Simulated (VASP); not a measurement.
TiAl3F, 5 atoms in the cell. It takes space group P4/mmm (No. 123, tetragonal). Conventional cell: a = 2.916 Å, b = 2.916 Å, c = 10.778 Å, α = 90.00°, β = 90.00°, γ = 90.00°. Ti (site symmetry 4/mmm) has 2 Al at 2.73 Å and 4 Ti at 2.92 Å within 3.6 Å. Within 2.7 Å of Al (site symmetry 4/mmm) lie 4 F at 2.06 Å. Within 3.5 Å of Al (site symmetry 4mm) lie 1 F at 2.65 Å and 1 Ti at 2.73 Å and 8 Al at 2.92 to 3.36 Å. F (site symmetry 4/mmm) has 6 Al at 2.06 to 2.65 Å within 2.7 Å. The cell was built from a structure type or drawn by symmetry, and may not be a known phase.

| Property | Result |
| --- | --- |
| Program | VASP 6.6.1 |
| Task | single point |
| Functional | PBE |
| Potentials or basis | VASP PAW PBE potentials, release 64 (Ti_sv, Al, F) |
| Cutoff | 520 eV |
| k mesh | 4 × 4 × 4 |
| Occupations | gaussian, width 0.1 eV |
| Spin | collinear spin |
| Starting moments | [1.0, 0.0, 0.0, 0.0, 0.0] μB |
| Dipole correction | no |
| Further INCAR settings | ALGO = Normal; EDIFF = 1e-06; NBANDS = 26 |

Potentials or basis: VASP PAW PBE potentials, release 64 (Ti_sv, Al, F).

The run is started by

```sh
$ cat potpaw_PBE.64/Ti_sv/POTCAR potpaw_PBE.64/Al/POTCAR potpaw_PBE.64/F/POTCAR > POTCAR
$ mpirun -np 1 vasp_std > vasp.out
```

Hardware: 1 thread of Intel(R) Xeon(R) 6975P-C (Granite Rapids) (shared host).

Question: Estimate the wall time of this run.

Answer: Wall time 44 s on 1 thread of Intel(R) Xeon(R) 6975P-C (Granite Rapids), on a shared host, peak memory 0.27 GiB. Counts: scf iterations 18, k points 18.
